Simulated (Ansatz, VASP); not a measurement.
**One calculation of InAgTe2, two programs**

```
In Ag Te
1.0
    -3.28490    3.28490    6.49916
     3.28490   -3.28490    6.49916
     3.28490    3.28490   -6.49916
In Ag Te
2 2 4
Direct
  0.50000 0.50000 0.00000
  0.25000 0.75000 0.50000
  0.00000 0.00000 0.00000
  0.75000 0.25000 0.50000
  0.37500 0.36949 0.49449
  0.63051 0.12500 0.00551
  0.87500 0.88051 0.50551
  0.11949 0.62500 0.99449
```

Alike in both runs: task single point; functional PBE; k mesh 4 × 4 × 4; occupations fermi-dirac, width 0.02 eV; no spin polarisation.

```csv
,VASP,Ansatz
version,VASP 6.6.1,Ansatz 0.2.0
potentials or method,"VASP PAW PBE potentials, release 64 (In_d, Ag, Te)","plane waves, PAW"
plane-wave cutoff (eV),500,420
valence electrons in the cell,72,128
```

```csv
,VASP,Ansatz,Ansatz less VASP
pressure (GPa),0.0,0.0,+0.03
```

The functional is the same, so the differences come from potentials, cutoffs and numerics. VASP's potentials hold 72 valence electrons a cell and Ansatz's 128, so a difference there can come from the potentials and not from the codes.

Spin-orbit coupling is off throughout.
